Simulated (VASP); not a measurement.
# WS (P6_3mc) in VASP: single point with PBEsol

Aim: the single point of WS with PBEsol.

All numbers are computed with VASP 6.6.1; they aren't measurements. Logs are shortened: lines on timing, memory, paths and dates and some standing lists are left out, and cuts for length are marked.

## (1) The cell of the first run

Symmetry: P6_3mc, No. 186, hexagonal system. Conventional cell: a = 4.011 Å, b = 4.011 Å, c = 7.171 Å, α = 90.00°, β = 90.00°, γ = 120.00°. S (site symmetry 3m) has 4 W at 2.42 to 2.59 Å within 3.2 Å. Within 3.2 Å of W (site symmetry 3m) lie 4 S at 2.42 to 2.59 Å.

## (2) Single point, PBEsol (Au replaced by W, lengths x 1.065, strained)

INCAR reads:

```
SYSTEM = WS
PREC = Accurate ; ENCUT = 520
EDIFF = 1E-6 ; ISMEAR = 0
SIGMA = 0.1 ; LREAL = .FALSE.
LASPH = .TRUE. ; NELM = 80
ALGO = Normal ; ISIF = 2
LWAVE = .FALSE. ; LCHARG = .FALSE.
GGA = PS ; NBANDS = 28
```

KPOINTS reads:

```
Automatic mesh
0
G
  12 12 6
  0 0 0
```

POSCAR reads:

```
WS
1.0
    4.0111961371      0.0000000000      0.0000000000
   -2.0055980686      3.4737977543      0.0000000000
    0.0000000000      0.0000000000      7.1713143111
S W
2 2
Direct
    0.3333333300      0.6666666700      0.3558849912
    0.6666666700      0.3333333300      0.8558849912
    0.3333333300      0.6666666700      0.0191140088
    0.6666666700      0.3333333300      0.5191140088
```

Potentials or basis: VASP PAW PBE potentials, release 64 (S, W_sv).

Run with:

```console
$ cat potpaw_PBE.64/S/POTCAR potpaw_PBE.64/W_sv/POTCAR > POTCAR
$ mpirun -np 1 vasp_std > vasp.out
```

OUTCAR:

```text
SYSTEM = WS
   PREC = Accurate
   ENCUT = 520
   EDIFF = 1E-6
   ISMEAR = 0
   LREAL = .FALSE.
   LASPH = .TRUE.
   NELM = 80
   ISIF = 2
   GGA = PS

 ion  position               nearest neighbor table
   1  0.333  0.667  0.356-   3 2.42   4 2.59   4 2.59   4 2.59
   2  0.667  0.333  0.856-   4 2.42   3 2.59   3 2.59   3 2.59
   3  0.333  0.667  0.019-   1 2.42   2 2.59   2 2.59   2 2.59
   4  0.667  0.333  0.519-   2 2.42   1 2.59   1 2.59   1 2.59

  LATTYP: Found a hexagonal cell.
 ALAT       =     4.0111961371
 C/A-ratio  =     1.7878243960

  Lattice vectors:

 A1 = (   4.0111961371,   0.0000000000,   0.0000000000)
 A2 = (  -2.0055980686,   3.4737977543,   0.0000000000)
 A3 = (   0.0000000000,   0.0000000000,   7.1713143111)

Analysis of symmetry for initial positions (statically):
=====================================================================
 Subroutine PRICEL returns:
 Original cell was already a primitive cell.

 Routine SETGRP: Setting up the symmetry group for a
 hexagonal supercell.

 Subroutine GETGRP returns: Found 12 space group operations
 (whereof  6 operations were pure point group operations)
 out of a pool of 24 trial point group operations.

The static configuration has the point symmetry C_3v.
 The point group associated with its full space group is C_6v.

Analysis of symmetry for dynamics (positions and initial velocities):
=====================================================================
 Subroutine PRICEL returns:
 Original cell was already a primitive cell.

 Routine SETGRP: Setting up the symmetry group for a
 hexagonal supercell.

 Subroutine GETGRP returns: Found 12 space group operations
 (whereof  6 operations were pure point group operations)
 out of a pool of 24 trial point group operations.

The dynamic configuration has the point symmetry C_3v.
 The point group associated with its full space group is C_6v.

 Subroutine INISYM returns: Found 12 space group operations
 (whereof  6 operations are pure point group operations),
 and found     1 'primitive' translations

----------------------------------------------------------------------------------------

                                     Primitive cell

  volume of cell :      99.9257

  direct lattice vectors                    reciprocal lattice vectors
     4.011196137  0.000000000  0.000000000     0.249302195  0.143934689  0.000000000
    -2.005598069  3.473797754  0.000000000     0.000000000  0.287869378  0.000000000
     0.000000000  0.000000000  7.171314311     0.000000000  0.000000000  0.139444453

  length of vectors
     4.011196137  4.011196137  7.171314311     0.287869378  0.287869378  0.139444453

  position of ions in fractional coordinates (direct lattice)
     0.333333330  0.666666670  0.355884991
     0.666666670  0.333333330  0.855884991
     0.333333330  0.666666670  0.019114009
     0.666666670  0.333333330  0.519114009

  ion indices of the primitive-cell ions
   primitive index   ion index
                 1           1
                 2           2
                 3           3
                 4           4

----------------------------------------------------------------------------------------

 KPOINTS: Automatic mesh

Automatic generation of k-mesh.
 Grid dimensions read from file:
 generate k-points for:   12   12    6

 Generating k-lattice:

  Cartesian coordinates                     Fractional coordinates (reciprocal lattice)
     0.020775183  0.011994557  0.000000000     0.083333333  0.000000000  0.000000000
     0.000000000  0.023989115  0.000000000     0.000000000  0.083333333  0.000000000
     0.000000000  0.000000000  0.023240742     0.000000000  0.000000000  0.166666667

  Length of vectors
     0.023989115  0.023989115  0.023240742

  Shift w.r.t. Gamma in fractional coordinates (k-lattice)
     0.000000000  0.000000000  0.000000000

 Subroutine IBZKPT returns following result:
 ===========================================

 Found     76 irreducible k-points:

 Following reciprocal coordinates:
            Coordinates               Weight
  0.000000  0.000000  0.000000      1.000000
  0.083333  0.000000  0.000000      6.000000
  0.166667 -0.000000  0.000000      6.000000
  0.250000  0.000000  0.000000      6.000000
  0.333333 -0.000000  0.000000      6.000000
  0.416667  0.000000  0.000000      6.000000
[... 16 lines left out ...]
  0.250000  0.000000  0.166667     12.000000
  0.333333 -0.000000  0.166667     12.000000
 [... further k-points ...]
   k-points           NKPTS =     76   k-points in BZ     NKDIM =     76   number of bands    NBANDS=     28
   number of dos      NEDOS =    301   number of ions     NIONS =      4
   total plane-waves  NPLWV =  48600
   dimension x,y,z NGX =    30 NGY =   30 NGZ =   54
   dimension x,y,z NGXF=    60 NGYF=   60 NGZF=  108
   ions per type =               2   2
   NGX,Y,Z   is equivalent  to a cutoff of  12.43, 12.43, 12.52 a.u.
   NGXF,Y,Z  is equivalent  to a cutoff of  24.87, 24.87, 25.04 a.u.
 SYSTEM =  WS
   PREC   = accura    normal or accurate (medium, high low for compatibility)
   ISTART =      0    job   : 0-new  1-cont  2-samecut
   ICHARG =      2    charge: 1-file 2-atom 10-const
   ISPIN  =      1    spin polarized calculation?
   LNONCOLLINEAR =      F non collinear calculations
   LSORBIT =      F    spin-orbit coupling
   LASPH  =      T    aspherical Exc in radial PAW
   ENCUT  =  520.0 eV  38.22 Ry    6.18 a.u.   7.46  7.46 13.33*2*pi/ulx,y,z
   NELM   =     80;   NELMIN=  2; NELMDL= -5     # of ELM steps
   EDIFF  = 0.1E-05   stopping-criterion for ELM
   LREAL  =      F    real-space projection
   EDIFFG = 0.1E-04   stopping-criterion for IOM
   NSW    =      0    number of steps for IOM
   IBRION =     -1    ionic relax: 0-MD 1-quasi-New 2-CG
   NFREE  =      0    steps in history (QN), initial steepest desc. (CG)
   ISIF   =      2    stress and relaxation
   ISYM   =      2    0-nonsym 1-usesym 2-fastsym
   POTIM  = 0.5000    time-step for ionic-motion
   TEBEG  =    0.0;   TEEND  =   0.0 temperature during run
   PSTRESS=    0.0 pullay stress
   NELECT =      40.0000    total number of electrons
   NUPDOWN=      -1.0000    fix difference up-down
   EMIN   =  10.00;   EMAX   =-10.00  energy-range for DOS
   EFERMI =   0.00;   METHOD = LEGACY
   ISMEAR =     0;   SIGMA  =   0.10  broadening in eV -4-tet -1-fermi 0-gaus
   EFERMI_NEDOS =   21; number of points for ismear=-14 and -15
   IALGO  =     38    algorithm
   IMIX   =      4    mixing-type and parameters
     AMIX     =   0.40;   BMIX     =  1.00
     AMIX_MAG =   1.60;   BMIX_MAG =  1.00
  volume/ion in A,a.u.               =      24.98       168.58
  Fermi-wavevector in a.u.,A,eV,Ry     =   1.206523  2.279999 19.805985  1.455699
  Thomas-Fermi vector in A             =   2.342188
   LORBIT       =      0    0 simple, 1 ext, 2 COOP (PROOUT), +10 PAW based schemes
   GGA     = PS    functional components
   LHFCALC =     F    Hartree Fock is set to
   AEXX    =    0.0000 exact exchange contribution
   IVDW    =     0    specifies the selected vdW correction
   LEPSILON=     F    determine dielectric tensor
   LRPA    =     F    only Hartree local field effects (RPA)
 non-spin polarized calculation
 Gauss-broadening in eV      SIGMA  =   0.10
  energy-cutoff  :      520.00
  volume of cell :       99.93
 maximum number of plane-waves:      2721
 NGX is ok and might be reduce to    30
   NGX = 15   NGY = 15   NGZ = 27

 number of electron      40.0000004 magnetization

 Free energy of the ion-electron system (eV)
  ---------------------------------------------------
  ext. energy  EPLUGINS =         0.00000000
  ---------------------------------------------------
  free energy    TOTEN  =       -31.44912201 eV

  energy without entropy =      -31.40192883  energy(sigma->0) =      -31.42552542

 E-fermi :   4.8420     XC(G=0):  -9.9804

 val. band max:        4.8402251785   @ k =   0.5000   0.0000   0.3333
 cond. band min:       4.8472770697   @ k =   0.4167   0.0833   0.3333
 fundamental gap:      0.0070518912
 Fermi energy:         4.8420222218

 k-point     1 :       0.0000    0.0000    0.0000
  band No.  band energies     occupation
      1     -69.7176      2.00000
      2     -69.7174      2.00000
      3     -33.9256      2.00000
      4     -33.9071      2.00000
      5     -33.8395      2.00000
      6     -33.8395      2.00000
[... 20 lines left out ...]
     27       8.0558      0.00000
     28       8.2758      0.00000

 k-point     2 :       0.0833    0.0000    0.0000
  band No.  band energies     occupation
      1     -69.7176      2.00000
      2     -69.7174      2.00000
      3     -33.9251      2.00000
      4     -33.9072      2.00000
      5     -33.8410      2.00000
      6     -33.8399      2.00000
[... 20 lines left out ...]
     27       8.0745      0.00000
     28       8.4698      0.00000

 k-point     3 :       0.1667   -0.0000    0.0000
  band No.  band energies     occupation
      1     -69.7175      2.00000
      2     -69.7173      2.00000
      3     -33.9238      2.00000
      4     -33.9075      2.00000
      5     -33.8448      2.00000
      6     -33.8429      2.00000
[... 20 lines left out ...]
     27       8.4213      0.00000
     28       8.5324      0.00000

 k-point     4 :       0.2500    0.0000    0.0000
  band No.  band energies     occupation
      1     -69.7174      2.00000
      2     -69.7172      2.00000
      3     -33.9219      2.00000
      4     -33.9081      2.00000
      5     -33.8501      2.00000
      6     -33.8483      2.00000
[... 20 lines left out ...]
     27       8.0002      0.00000
     28       9.1546      0.00000

 k-point     5 :       0.3333   -0.0000    0.0000
  band No.  band energies     occupation
      1     -69.7173      2.00000
      2     -69.7172      2.00000
      3     -33.9197      2.00000
      4     -33.9090      2.00000
      5     -33.8554      2.00000
      6     -33.8537      2.00000
[... 20 lines left out ...]
     27       7.7648      0.00000
     28       9.5641      0.00000

 k-point     6 :       0.4167    0.0000    0.0000
  band No.  band energies     occupation
      1     -69.7172      2.00000
      2     -69.7171      2.00000
      3     -33.9176      2.00000
      4     -33.9100      2.00000
      5     -33.8593      2.00000
      6     -33.8577      2.00000
[... 463 lines left out ...]
      5     -33.8408      2.00000
      6     -33.8398      2.00000
[... 20 lines left out ...]
     27       7.8641      0.00000
     28       8.2483      0.00000

 k-point    22 :       0.1667   -0.0000    0.1667
  band No.  band energies     occupation
      1     -69.7175      2.00000
      2     -69.7173      2.00000
      3     -33.9227      2.00000
      4     -33.9087      2.00000
      5     -33.8447      2.00000
      6     -33.8430      2.00000
[... 20 lines left out ...]
     27       8.2666      0.00000
     28       8.3813      0.00000

 k-point    23 :       0.2500    0.0000    0.1667
  band No.  band energies     occupation
      1     -69.7174      2.00000
      2     -69.7172      2.00000
      3     -33.9210      2.00000
      4     -33.9091      2.00000
      5     -33.8499      2.00000
      6     -33.8484      2.00000
[... 20 lines left out ...]
     27       7.8818      0.00000
     28       8.9896      0.00000

 k-point    24 :       0.3333   -0.0000    0.1667
  band No.  band energies     occupation
      1     -69.7173      2.00000
      2     -69.7172      2.00000
      3     -33.9190      2.00000
      4     -33.9098      2.00000
      5     -33.8552      2.00000
      6     -33.8538      2.00000
[... 20 lines left out ...]
     27       7.5979      0.00000
     28       9.3364      0.00000

 [... further k-points ...]

------------------------ aborting loop because EDIFF is reached ----------------------------------------

  FORCE on cell =-STRESS in cart. coord.  units (eV):
  Direction    XX          YY          ZZ          XY          YZ          ZX
  --------------------------------------------------------------------------------------
  -------------------------------------------------------------------------------------
  Total      -17.0124924    -17.0124924    -14.3516749      0.0000000      0.0000000      0.0000000
  in kB     -272.7729756   -272.7729756   -230.1102611      0.0000000      0.0000000      0.0000000
  external PRESSURE =    -258.5520707 kB  Pullay stress =       0.0000000 kB

 VOLUME and BASIS-vectors are now :
 -----------------------------------------------------------------------------
  energy-cutoff  :      520.00
  volume of cell :       99.93
      direct lattice vectors                 reciprocal lattice vectors
     4.011196137  0.000000000  0.000000000     0.249302195  0.143934689  0.000000000
    -2.005598069  3.473797754  0.000000000     0.000000000  0.287869378  0.000000000
     0.000000000  0.000000000  7.171314311     0.000000000  0.000000000  0.139444453

 POSITION                                       TOTAL-FORCE (eV/Angst)
 -----------------------------------------------------------------------------------
     -0.00000      2.31587      2.55216        -0.000000      0.000000      1.213130
      2.00560      1.15793      6.13782         0.000000     -0.000000      1.213130
     -0.00000      2.31587      0.13707        -0.000000      0.000000     -1.213130
      2.00560      1.15793      3.72273         0.000000     -0.000000     -1.213130
 -----------------------------------------------------------------------------------
    total drift:                                0.000005     -0.000003      0.000142

  FREE ENERGIE OF THE ION-ELECTRON SYSTEM (eV)
  ---------------------------------------------------
  free  energy   TOTEN  =       -31.4491220126 eV

  energy  without entropy=      -31.4019288340  energy(sigma->0) =      -31.42552542
```

Wall time 2.6 min (1 thread of AMD EPYC 7R43 (Zen 3), shared host); peak memory 0.27 GiB.

What came out:

* Free energy: -31.4491 eV
* Pressure: -25.9 GPa
* Largest force: 1.213 eV/Å
* Band gap on the k mesh: zero (band 20 reaches 4.99 eV, above the bottom of band 21 at 4.59 eV)

Forces on the atoms (eV/Å):
```
S    0.000  0.000  1.213
S    0.000  0.000  1.213
W    0.000  0.000 -1.213
W    0.000  0.000 -1.213
```

Caveat: the cell differs from its parent crystal (Au replaced by W, lengths x 1.065, strained); the PAW data sets were made with another functional, which shifts forces and pressure a little; spin-orbit coupling is left out, which moves the levels of the heavy elements.
